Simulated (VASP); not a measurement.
# Pb (Pm-3n) in VASP: notebook

Runs on Pb. Level: PBE. Tasks: single point.

All numbers are computed with VASP 6.6.1; they aren't measurements. Logs are shortened: lines on timing, memory, paths and dates and some standing lists are left out, and cuts for length are marked.

## (1) The cell of the first run

The structure is cubic, space group Pm-3n (No. 223). The conventional cell has a = 6.411 Å, b = 6.411 Å, c = 6.411 Å, α = 90.00°, β = 90.00°, γ = 90.00°. Pb (site symmetry m-3) has 12 Pb at 3.58 Å within 4.7 Å. Pb (site symmetry -4m2) has 14 Pb at 3.21 to 3.93 Å within 4.2 Å.

## (2) Single point, PBE

Input file INCAR:

```
SYSTEM = Pb
  ALGO = Normal
  EDIFF = 1E-6
  ENCUT = 520
  GGA = PE
  ISIF = 2
  ISMEAR = -1
  LASPH = .TRUE.
  LCHARG = .FALSE.
  LREAL = .FALSE.
  LWAVE = .FALSE.
  NBANDS = 66
  NELM = 100
  PREC = Accurate
  SIGMA = 0.1
```

Input file KPOINTS:

```
k-points
0
G
  4 4 4
  0 0 0
```

Input file POSCAR:

```
Pb
1.0
    6.4106125817      0.0000000000      0.0000000000
    0.0000000000      6.4106125817      0.0000000000
    0.0000000000      0.0000000000      6.4106125817
Pb
8
Direct
    0.0000000000      1.0000000000      0.0000000000
    0.5000000000      0.5000000000      0.5000000000
    0.2500000000      0.0000000000      0.5000000000
    0.7500000000      0.0000000000      0.5000000000
    0.5000000000      0.2500000000      1.0000000000
    0.5000000000      0.7500000000      0.0000000000
    1.0000000000      0.5000000000      0.2500000000
    1.0000000000      0.5000000000      0.7500000000
```

Potentials or basis: VASP PAW PBE potentials, release 64 (Pb_d).

Launch:

```bash
$ cat potpaw_PBE.64/Pb_d/POTCAR > POTCAR
$ mpirun -np 1 vasp_std > vasp.out
```

OUTCAR:

```text
SYSTEM = Pb
   EDIFF = 1E-6
   ENCUT = 520
   GGA = PE
   ISIF = 2
   ISMEAR = -1
   LASPH = .TRUE.
   LREAL = .FALSE.
   NELM = 100
   PREC = Accurate

 ion  position               nearest neighbor table
   1  0.000  0.000  0.000-   3 3.58   4 3.58   5 3.58   6 3.58   7 3.58   8 3.58   3 3.58   4 3.58
                             7 3.58   8 3.58   5 3.58   6 3.58
   2  0.500  0.500  0.500-   3 3.58   4 3.58   5 3.58   6 3.58   7 3.58   8 3.58   5 3.58   6 3.58
                             3 3.58   4 3.58   7 3.58   8 3.58
   3  0.250  0.000  0.500-   4 3.21   4 3.21   1 3.58   1 3.58   2 3.58   2 3.58   5 3.93   6 3.93
                             6 3.93   5 3.93   8 3.93   7 3.93   8 3.93   7 3.93
   4  0.750  0.000  0.500-   3 3.21   3 3.21   1 3.58   1 3.58   2 3.58   2 3.58   5 3.93   6 3.93
                             6 3.93   5 3.93   8 3.93   7 3.93   8 3.93   7 3.93
   5  0.500  0.250  0.000-   6 3.21   6 3.21   1 3.58   2 3.58   2 3.58   1 3.58   3 3.93   4 3.93
                             3 3.93   4 3.93   8 3.93   7 3.93   7 3.93   8 3.93
   6  0.500  0.750  0.000-   5 3.21   5 3.21   1 3.58   2 3.58   2 3.58   1 3.58   3 3.93   4 3.93
                             3 3.93   4 3.93   8 3.93   7 3.93   7 3.93   8 3.93
   7  0.000  0.500  0.250-   8 3.21   8 3.21   1 3.58   2 3.58   1 3.58   2 3.58   3 3.93   4 3.93
                             5 3.93   3 3.93   4 3.93   6 3.93   5 3.93   6 3.93
   8  0.000  0.500  0.750-   7 3.21   7 3.21   1 3.58   2 3.58   1 3.58   2 3.58   3 3.93   4 3.93
                             5 3.93   3 3.93   4 3.93   6 3.93   5 3.93   6 3.93

  LATTYP: Found a simple cubic cell.
 ALAT       =     6.4106125817

  Lattice vectors:

 A1 = (   6.4106125817,   0.0000000000,   0.0000000000)
 A2 = (   0.0000000000,   6.4106125817,   0.0000000000)
 A3 = (   0.0000000000,   0.0000000000,   6.4106125817)

Analysis of symmetry for initial positions (statically):
=====================================================================
 Subroutine PRICEL returns:
 Original cell was already a primitive cell.

 Routine SETGRP: Setting up the symmetry group for a
 simple cubic supercell.

 Subroutine GETGRP returns: Found 48 space group operations
 (whereof 24 operations were pure point group operations)
 out of a pool of 48 trial point group operations.

The static configuration has the point symmetry T_h .
 The point group associated with its full space group is O_h .

Analysis of symmetry for dynamics (positions and initial velocities):
=====================================================================
 Subroutine PRICEL returns:
 Original cell was already a primitive cell.

 Routine SETGRP: Setting up the symmetry group for a
 simple cubic supercell.

 Subroutine GETGRP returns: Found 48 space group operations
 (whereof 24 operations were pure point group operations)
 out of a pool of 48 trial point group operations.

The dynamic configuration has the point symmetry T_h .
 The point group associated with its full space group is O_h .

 Subroutine INISYM returns: Found 48 space group operations
 (whereof 24 operations are pure point group operations),
 and found     1 'primitive' translations

----------------------------------------------------------------------------------------

                                     Primitive cell

  volume of cell :     263.4502

  direct lattice vectors                    reciprocal lattice vectors
     6.410612582  0.000000000  0.000000000     0.155991333  0.000000000  0.000000000
     0.000000000  6.410612582  0.000000000     0.000000000  0.155991333  0.000000000
     0.000000000  0.000000000  6.410612582     0.000000000  0.000000000  0.155991333

  length of vectors
     6.410612582  6.410612582  6.410612582     0.155991333  0.155991333  0.155991333

  position of ions in fractional coordinates (direct lattice)
     0.000000000  0.000000000  0.000000000
     0.500000000  0.500000000  0.500000000
     0.250000000  0.000000000  0.500000000
     0.750000000  0.000000000  0.500000000
     0.500000000  0.250000000  0.000000000
     0.500000000  0.750000000  0.000000000
     0.000000000  0.500000000  0.250000000
     0.000000000  0.500000000  0.750000000

  ion indices of the primitive-cell ions
   primitive index   ion index
                 1           1
                 2           2
                 3           3
                 4           4
                 5           5
                 6           6
                 7           7
                 8           8

----------------------------------------------------------------------------------------

 KPOINTS: k-points

Automatic generation of k-mesh.
 Grid dimensions read from file:
 generate k-points for:    4    4    4

 Generating k-lattice:

  Cartesian coordinates                     Fractional coordinates (reciprocal lattice)
     0.038997833  0.000000000  0.000000000     0.250000000  0.000000000  0.000000000
     0.000000000  0.038997833  0.000000000     0.000000000  0.250000000  0.000000000
     0.000000000  0.000000000  0.038997833     0.000000000  0.000000000  0.250000000

  Length of vectors
     0.038997833  0.038997833  0.038997833

  Shift w.r.t. Gamma in fractional coordinates (k-lattice)
     0.000000000  0.000000000  0.000000000

 Subroutine IBZKPT returns following result:
 ===========================================

 Found     10 irreducible k-points:

 Following reciprocal coordinates:
            Coordinates               Weight
  0.000000  0.000000  0.000000      1.000000
  0.250000  0.000000  0.000000      6.000000
  0.500000  0.000000  0.000000      3.000000
  0.250000  0.250000  0.000000     12.000000
  0.500000  0.250000  0.000000     12.000000
  0.500000  0.500000  0.000000      3.000000
  0.250000  0.250000  0.250000      8.000000
  0.500000  0.250000  0.250000     12.000000
  0.500000  0.500000  0.250000      6.000000
  0.500000  0.500000  0.500000      1.000000
   k-points           NKPTS =     10   k-points in BZ     NKDIM =     10   number of bands    NBANDS=     66
   number of dos      NEDOS =    301   number of ions     NIONS =      8
   total plane-waves  NPLWV = 110592
   dimension x,y,z NGX =    48 NGY =   48 NGZ =   48
   dimension x,y,z NGXF=    96 NGYF=   96 NGZF=   96
   ions per type =               8
   NGX,Y,Z   is equivalent  to a cutoff of  12.45, 12.45, 12.45 a.u.
   NGXF,Y,Z  is equivalent  to a cutoff of  24.90, 24.90, 24.90 a.u.
 SYSTEM =  Pb
   PREC   = accura    normal or accurate (medium, high low for compatibility)
   ISTART =      0    job   : 0-new  1-cont  2-samecut
   ICHARG =      2    charge: 1-file 2-atom 10-const
   ISPIN  =      1    spin polarized calculation?
   LNONCOLLINEAR =      F non collinear calculations
   LSORBIT =      F    spin-orbit coupling
   LASPH  =      T    aspherical Exc in radial PAW
   ENCUT  =  520.0 eV  38.22 Ry    6.18 a.u.  11.92 11.92 11.92*2*pi/ulx,y,z
   NELM   =    100;   NELMIN=  2; NELMDL= -5     # of ELM steps
   EDIFF  = 0.1E-05   stopping-criterion for ELM
   LREAL  =      F    real-space projection
   EDIFFG = 0.1E-04   stopping-criterion for IOM
   NSW    =      0    number of steps for IOM
   IBRION =     -1    ionic relax: 0-MD 1-quasi-New 2-CG
   NFREE  =      0    steps in history (QN), initial steepest desc. (CG)
   ISIF   =      2    stress and relaxation
   ISYM   =      2    0-nonsym 1-usesym 2-fastsym
   POTIM  = 0.5000    time-step for ionic-motion
   TEBEG  =    0.0;   TEEND  =   0.0 temperature during run
   PSTRESS=    0.0 pullay stress
   NELECT =     112.0000    total number of electrons
   NUPDOWN=      -1.0000    fix difference up-down
   EMIN   =  10.00;   EMAX   =-10.00  energy-range for DOS
   EFERMI =   0.00;   METHOD = LEGACY
   ISMEAR =    -1;   SIGMA  =   0.10  broadening in eV -4-tet -1-fermi 0-gaus
   EFERMI_NEDOS =   21; number of points for ismear=-14 and -15
   IALGO  =     38    algorithm
   IMIX   =      4    mixing-type and parameters
     AMIX     =   0.40;   BMIX     =  1.00
     AMIX_MAG =   1.60;   BMIX_MAG =  1.00
  volume/ion in A,a.u.               =      32.93       222.23
  Fermi-wavevector in a.u.,A,eV,Ry     =   1.230971  2.326199 20.616781  1.515291
  Thomas-Fermi vector in A             =   2.365799
   LORBIT       =      0    0 simple, 1 ext, 2 COOP (PROOUT), +10 PAW based schemes
   GGA     = PE    functional components
   LHFCALC =     F    Hartree Fock is set to
   AEXX    =    0.0000 exact exchange contribution
   IVDW    =     0    specifies the selected vdW correction
   LEPSILON=     F    determine dielectric tensor
   LRPA    =     F    only Hartree local field effects (RPA)
 non-spin polarized calculation
  energy-cutoff  :      520.00
  volume of cell :      263.45
 maximum number of plane-waves:      7128
 NGX is ok and might be reduce to    48
   NGX = 23   NGY = 23   NGZ = 23

 number of electron     112.0000074 magnetization

 Free energy of the ion-electron system (eV)
  ---------------------------------------------------
  ext. energy  EPLUGINS =         0.00000000
  ---------------------------------------------------
  free energy    TOTEN  =       -28.02255303 eV

  energy without entropy =      -27.84439140  energy(sigma->0) =      -27.93347221

 E-fermi :   6.4210     XC(G=0):  -9.7862

 val. band max:        6.3720154374   @ k =   0.5000   0.5000   0.2500
 cond. band min:       6.4498040271   @ k =   0.5000   0.2500   0.2500
 fundamental gap:      0.0777885897
 Fermi energy:         6.4209790245

 k-point     1 :       0.0000    0.0000    0.0000
  band No.  band energies     occupation
      1     -10.8782      2.00000
      2     -10.8708      2.00000
      3     -10.8708      2.00000
      4     -10.7095      2.00000
      5     -10.7095      2.00000
      6     -10.7095      2.00000
[... 58 lines left out ...]
     65       9.2935      0.00000
     66       9.2935      0.00000

 k-point     2 :       0.2500    0.0000    0.0000
  band No.  band energies     occupation
      1     -10.8744      2.00000
      2     -10.8707      2.00000
      3     -10.7960      2.00000
      4     -10.7221      2.00000
      5     -10.6960      2.00000
      6     -10.6960      2.00000
[... 58 lines left out ...]
     65       9.8455      0.00000
     66      10.6978      0.00000

 k-point     3 :       0.5000    0.0000    0.0000
  band No.  band energies     occupation
      1     -10.8718      2.00000
      2     -10.8718      2.00000
      3     -10.7171      2.00000
      4     -10.7171      2.00000
      5     -10.6847      2.00000
      6     -10.6847      2.00000
[... 58 lines left out ...]
     65       9.3244      0.00000
     66       9.3244      0.00000

 k-point     4 :       0.2500    0.2500    0.0000
  band No.  band energies     occupation
      1     -10.8719      2.00000
      2     -10.7980      2.00000
      3     -10.7931      2.00000
      4     -10.7145      2.00000
      5     -10.7060      2.00000
      6     -10.6774      2.00000
[... 58 lines left out ...]
     65       9.1360      0.00000
     66       9.6801      0.00000

 k-point     5 :       0.5000    0.2500    0.0000
  band No.  band energies     occupation
      1     -10.8712      2.00000
      2     -10.7952      2.00000
      3     -10.7176      2.00000
      4     -10.7090      2.00000
      5     -10.6848      2.00000
      6     -10.6603      2.00000
[... 58 lines left out ...]
     65       9.4540      0.00000
     66       9.7833      0.00000

 k-point     6 :       0.5000    0.5000    0.0000
  band No.  band energies     occupation
      1     -10.8705      2.00000
      2     -10.7210      2.00000
      3     -10.7210      2.00000
      4     -10.6537      2.00000
      5     -10.6537      2.00000
      6     -10.6482      2.00000
[... 58 lines left out ...]
     65       9.5235      0.00000
     66       9.5237      0.00000

 k-point     7 :       0.2500    0.2500    0.2500
  band No.  band energies     occupation
      1     -10.7987      2.00000
      2     -10.7933      2.00000
      3     -10.7933      2.00000
      4     -10.6953      2.00000
      5     -10.6953      2.00000
      6     -10.6812      2.00000
[... 58 lines left out ...]
     65       9.2923      0.00000
     66       9.5848      0.00000

 k-point     8 :       0.5000    0.2500    0.2500
  band No.  band energies     occupation
      1     -10.7947      2.00000
      2     -10.7947      2.00000
      3     -10.6954      2.00000
      4     -10.6954      2.00000
      5     -10.6754      2.00000
      6     -10.6754      2.00000
[... 58 lines left out ...]
     65       9.8848      0.00000
     66       9.9000      0.00000

 k-point     9 :       0.5000    0.5000    0.2500
  band No.  band energies     occupation
      1     -10.7943      2.00000
      2     -10.6966      2.00000
      3     -10.6966      2.00000
      4     -10.6482      2.00000
      5     -10.6482      2.00000
      6     -10.6482      2.00000
[... 58 lines left out ...]
     65       8.9877      0.00000
     66       8.9879      0.00000

 k-point    10 :       0.5000    0.5000    0.5000
  band No.  band energies     occupation
      1     -10.6553      2.00000
      2     -10.6553      2.00000
      3     -10.6553      2.00000
      4     -10.6553      2.00000
      5     -10.6522      2.00000
      6     -10.6522      2.00000
[... 58 lines left out ...]
     65       8.2930      0.00000
     66       8.2930      0.00000

------------------------ aborting loop because EDIFF is reached ----------------------------------------

  FORCE on cell =-STRESS in cart. coord.  units (eV):
  Direction    XX          YY          ZZ          XY          YZ          ZX
  --------------------------------------------------------------------------------------
  -------------------------------------------------------------------------------------
  Total       -0.1035567     -0.1035567     -0.1035567      0.0000000      0.0000000      0.0000000
  in kB       -0.6297819     -0.6297819     -0.6297819      0.0000000      0.0000000      0.0000000
  external PRESSURE =      -0.6297819 kB  Pullay stress =       0.0000000 kB

 VOLUME and BASIS-vectors are now :
 -----------------------------------------------------------------------------
  energy-cutoff  :      520.00
  volume of cell :      263.45
      direct lattice vectors                 reciprocal lattice vectors
     6.410612582  0.000000000  0.000000000     0.155991333  0.000000000  0.000000000
     0.000000000  6.410612582  0.000000000     0.000000000  0.155991333  0.000000000
     0.000000000  0.000000000  6.410612582     0.000000000  0.000000000  0.155991333

 POSITION                                       TOTAL-FORCE (eV/Angst)
 -----------------------------------------------------------------------------------
      0.00000      0.00000      0.00000        -0.000000     -0.000000      0.000000
      3.20531      3.20531      3.20531        -0.000000     -0.000000      0.000000
      1.60265      0.00000      3.20531        -0.000000      0.000000      0.000000
      4.80796      0.00000      3.20531         0.000000     -0.000000     -0.000000
      3.20531      1.60265      0.00000         0.000000      0.000000     -0.000000
      3.20531      4.80796      0.00000        -0.000000     -0.000000      0.000000
      0.00000      3.20531      1.60265         0.000000      0.000000      0.000000
      0.00000      3.20531      4.80796        -0.000000     -0.000000     -0.000000
 -----------------------------------------------------------------------------------
    total drift:                                0.000000     -0.000000      0.000000

  FREE ENERGIE OF THE ION-ELECTRON SYSTEM (eV)
  ---------------------------------------------------
  free  energy   TOTEN  =       -28.0225530276 eV

  energy  without entropy=      -27.8443913981  energy(sigma->0) =      -27.93347221
```

Run time: 2.7 min. Hardware: 1 thread of Intel Xeon 6975P-C, shared host; peak memory 0.38 GiB.

Results:

```
Free energy            : -28.0226 eV
Pressure               : -0.1 GPa
Band gap on the k mesh : zero (band 56 reaches 6.69 eV, above the bottom of band 57 at 5.88 eV)
```

Levels at points of the mesh, in eV from the Fermi level:
| k point | band 53 | band 54 | band 55 | band 56 | band 57 | band 58 | band 59 | band 60 |
| --- | --- | --- | --- | --- | --- | --- | --- | --- |
| (0.00, 0.00, 0.00) | -2.58 | -1.05 | -1.05 | -1.05 | -0.54 | 0.05 | 0.05 | 0.05 |
| (0.50, 0.00, 0.00) | -1.65 | -1.65 | -0.43 | -0.43 | 0.46 | 0.46 | 0.91 | 0.91 |
| (0.50, 0.50, 0.00) | -0.81 | -0.41 | -0.11 | -0.11 | 0.42 | 0.42 | 1.15 | 1.49 |
| (0.50, 0.50, 0.50) | -0.63 | -0.63 | -0.29 | -0.29 | 1.86 | 1.86 | 1.86 | 1.86 |

Caveat: spin-orbit coupling is left out, which moves the levels of the heavy elements.

## (3) Single point, PBE

Input file INCAR:

```
SYSTEM = Pb
ALGO = Normal
EDIFF = 1E-6
ENCUT = 520
GGA = PE
ISIF = 2
ISMEAR = -1
LASPH = .TRUE.
LCHARG = .TRUE.
LELF = .TRUE.
LREAL = .FALSE.
LVHAR = .TRUE.
LWAVE = .FALSE.
NBANDS = 66
NELM = 100
PREC = Accurate
SIGMA = 0.1
```

Input file KPOINTS:

```
k-points
0
G
  5 5 5
  0 0 0
```

POSCAR is that of step 2.

Potentials or basis: VASP PAW PBE potentials, release 64 (Pb_d).

Launch:

```bash
$ cat potpaw_PBE.64/Pb_d/POTCAR > POTCAR
$ mpirun -np 1 vasp_std > vasp.out
```

It took 2.9 min on 1 thread of Intel Xeon 6975P-C, shared host; peak memory 0.38 GiB.

Results (log left out):

| Quantity | Value |
| --- | --- |
| Free energy | -28.1608 eV |
| Pressure | -0.4 GPa |
| Band gap on the k mesh | zero (band 56 reaches 7.05 eV, above the bottom of band 57 at 5.75 eV) |

Levels at points of the mesh, in eV from the Fermi level:
```
           k point  band 52  band 53  band 54  band 55  band 56  band 57  band 58  band 59  band 60  band 61
(0.00, 0.00, 0.00)    -2.63    -2.63    -1.10    -1.10    -1.10    -0.59     0.00     0.00     0.00     2.31
```

Caveat: spin-orbit coupling is left out, which moves the levels of the heavy elements.
